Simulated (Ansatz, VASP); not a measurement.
SiO2: VASP beside Ansatz

The input INCAR:

```
  PREC = Accurate
  ENCUT = 520
  EDIFF = 1E-7
  ISMEAR = 0
  SIGMA = 0.05
  LREAL = F
  LASPH = T
  NELM = 60
  ALGO = Normal
  ISIF = 2
  LWAVE = F
  LCHARG = F
  GGA = PE
  NBANDS = 34
```

The input KPOINTS:

```
regular mesh
0
Gamma
  6 6 4
```

File POSCAR:

```
SiO2
1.0
    5.0287972619      0.0000000000      0.0000000000
   -2.5143986310      4.3550661793      0.0000000000
    0.0000000000      0.0000000000      5.7525981999
Si O
3 6
Direct
    0.0000000000      0.5000000000      0.3333333333
    0.5000000000      0.5000000000      0.6666666667
    0.5000000000      0.0000000000      0.0000000000
    0.5839605948      0.7919802974      0.8333333333
    0.7919802974      0.5839605948      0.5000000000
    0.7919802974      0.2080197026      0.1666666667
    0.4160394052      0.2080197026      0.8333333333
    0.2080197026      0.4160394052      0.5000000000
    0.2080197026      0.7919802974      0.1666666667
```

Input for Ansatz:

```yaml
crystal:
  lattice:
    - [5.0287972619, 0.0, 0.0]
    - [-2.514398631, 4.3550661793, 0.0]
    - [0.0, 0.0, 5.7525981999]
  atoms:
    - { symbol: Si, position: [0.0, 0.5, 0.3333333333] }
    - { symbol: Si, position: [0.5, 0.5, 0.6666666667] }
    - { symbol: Si, position: [0.5, 0.0, 0.0] }
    - { symbol: O, position: [0.5839605948, 0.7919802974, 0.8333333333] }
    - { symbol: O, position: [0.7919802974, 0.5839605948, 0.5] }
    - { symbol: O, position: [0.7919802974, 0.2080197026, 0.1666666667] }
    - { symbol: O, position: [0.4160394052, 0.2080197026, 0.8333333333] }
    - { symbol: O, position: [0.2080197026, 0.4160394052, 0.5] }
    - { symbol: O, position: [0.2080197026, 0.7919802974, 0.1666666667] }
basis:
  ecutwfc: 420
kpoints:
  mp_grid: { grid: [6, 6, 4] }
hamiltonian:
  xc: pbe
scf:
  occupations: { method: gaussian, width: 0.05 }
output:
  forces: true
  stress: true
  eigenvalues: true
```

Change from the starting cell: strain -0.015 along x and y, +0.030 along z, atoms carried along.

Alike in both runs: task single point; functional PBE; k mesh 6 × 6 × 4; occupations gaussian, width 0.05 eV; no spin polarisation.

```csv
,VASP,Ansatz
version,VASP 6.6.1,Ansatz 0.2.0
potentials or method,"VASP PAW PBE potentials, release 64 (Si, O), cutoff 520 eV","scalar-relativistic, plane waves, PAW"
valence electrons in the cell,48,48
```

Ansatz gave:

| Item | Value |
| --- | --- |
| gap on the k mesh at the Fermi level (eV) | 5.48 |
| least direct gap on the mesh (eV) | 5.59 |
| pressure (GPa) | -0.1 |
| traceless stress, the component that is largest in VASP (GPa) | -2.24 |
| rms of the force components (eV/Å) | 0.023 |

What did VASP give for the same quantities?

gap on the k mesh at the Fermi level (eV): 5.48; least direct gap on the mesh (eV): 5.59; pressure (GPa): 0.0; traceless stress, the component that is largest in VASP (GPa): -2.20; rms of the force components (eV/Å): 0.017.

Atom by atom the forces differ by 0.005 eV/Å (rms over components). With one functional, cell and mesh, what is left measures potentials, basis and numerics.
